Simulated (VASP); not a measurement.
The system is Mg2O3.

```
CELL_PARAMETERS angstrom
2.68507 1.55023 4.88723
-2.68507 1.55023 4.88723
0.00000 -3.10045 4.88723
ATOMIC_POSITIONS crystal
Mg 0.85218 0.85218 0.85218
Mg 0.64782 0.64782 0.64782
Mg 0.14782 0.14782 0.14782
Mg 0.35218 0.35218 0.35218
O 0.05625 0.44375 0.75000
O 0.75000 0.05625 0.44375
O 0.44375 0.75000 0.05625
O 0.94375 0.55625 0.25000
O 0.25000 0.94375 0.55625
O 0.55625 0.25000 0.94375
```

```yaml
Program: VASP 6.6.1
Task: relaxation of cell and atoms
Functional: PBE
Potentials_or_basis: VASP PAW PBE potentials, release 64 (Mg, O)
Cutoff: 600 eV
k_mesh: 6 × 6 × 6
Occupations: gaussian, width 0.1 eV
Spin: collinear spin, ferromagnetic start
Starting_moments: "[0.0, 0.0, 0.0, 0.0, 0.67, 0.67, 0.67, 0.67, 0.67, 0.67] μB"
```

At the start: pressure -8.1 GPa; volume 12.21 Å³/atom.

Q: How do energy, volume and symmetry change on relaxing?

A: Over 6 steps the energy falls by 33.3 meV/atom and the volume is 11.13 Å³/atom (-8.8 %); space group R-3c (No. 167, to 0.1 Å) before and after; moment 4.00 μB per cell.

Step by step:
| step | energy change (eV) | largest force (eV/Å) | pressure (GPa) | volume (Å³) |
| --- | --- | --- | --- | --- |
| 1 | 0.0000 | 0.1979 | -8.10 | 122.06 |
| 2 | -0.3061 | 0.1524 | 0.14 | 111.48 |
| 3 | -0.3062 | 0.1518 | 0.20 | 111.34 |
| 4 | -0.3204 | 0.1223 | 0.13 | 111.36 |
| 5 | -0.3307 | 0.0851 | -0.03 | 111.38 |
| 6 | -0.3328 | 0.0306 | 0.02 | 111.34 |

Final structure:
```
Mg O
1.0
     2.62477    1.51541    4.66544
    -2.62477    1.51541    4.66544
     0.00000   -3.03082    4.66544
Mg O
4 6
Direct
  0.85044 0.85044 0.85044
  0.64956 0.64956 0.64956
  0.14956 0.14956 0.14956
  0.35044 0.35044 0.35044
  0.06312 0.43688 0.75000
  0.75000 0.06312 0.43688
  0.43688 0.75000 0.06312
  0.93688 0.56312 0.25000
  0.25000 0.93688 0.56312
  0.56312 0.25000 0.93688
```
